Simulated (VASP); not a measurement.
Here is a VASP 6.6.1 calculation.

The input INCAR:

```
PREC = Accurate ; ENCUT = 520
EDIFF = 1E-6 ; ISMEAR = -1
SIGMA = 0.03 ; LREAL = False
LASPH = True ; NELM = 100
ALGO = Normal ; ISIF = 2
LWAVE = False ; LCHARG = False
GGA = PS ; NBANDS = 20
```

File KPOINTS:

```
regular mesh
0
Gamma
  6 6 6
```

The input POSCAR:

```
ScAlH6
1.0
    2.9212018803      1.6865566905      1.8878861873
   -2.9212018803      1.6865566905      1.8878861873
    0.0000000000     -3.3731133853      1.8878861834
Sc Al H
1 1 6
Direct
    0.0000000000      0.0000000000      0.0000000000
    0.5000000000      0.5000000000      0.5000000000
    0.5495724837      0.2304192221      0.1203540091
    0.2304192221      0.1203540091      0.5495724837
    0.8796459909      0.4504275163      0.7695807779
    0.7695807779      0.8796459909      0.4504275163
    0.4504275163      0.7695807779      0.8796459909
    0.1203540091      0.5495724837      0.2304192221
```

Potentials or basis: VASP PAW PBE potentials, release 64 (Sc_sv, Al, H).

The run is started by

```bash
$ cat potpaw_PBE.64/Sc_sv/POTCAR potpaw_PBE.64/Al/POTCAR potpaw_PBE.64/H/POTCAR > POTCAR
$ mpirun -np 1 vasp_std > vasp.out
```

Task: What does it give for the band gap on the k mesh?

Result: 1.21 eV, indirect (least direct gap 1.61 eV).

Task: What does it give for the largest force?

Result: 0.005 eV/Å.

Forces on the atoms (eV/Å):
```
Sc   0.000  0.000  0.000
Al   0.000  0.000  0.000
H   -0.002  0.001  0.004
H    0.002  0.001  0.004
H    0.000  0.002 -0.004
H   -0.002 -0.001 -0.004
H    0.002 -0.001 -0.004
H    0.000 -0.002  0.004
```

Caveat: the PAW data sets were made with another functional, which shifts forces and pressure a little. Expect the measured gap to be larger: semilocal functionals such as PBEsol lack the derivative discontinuity.
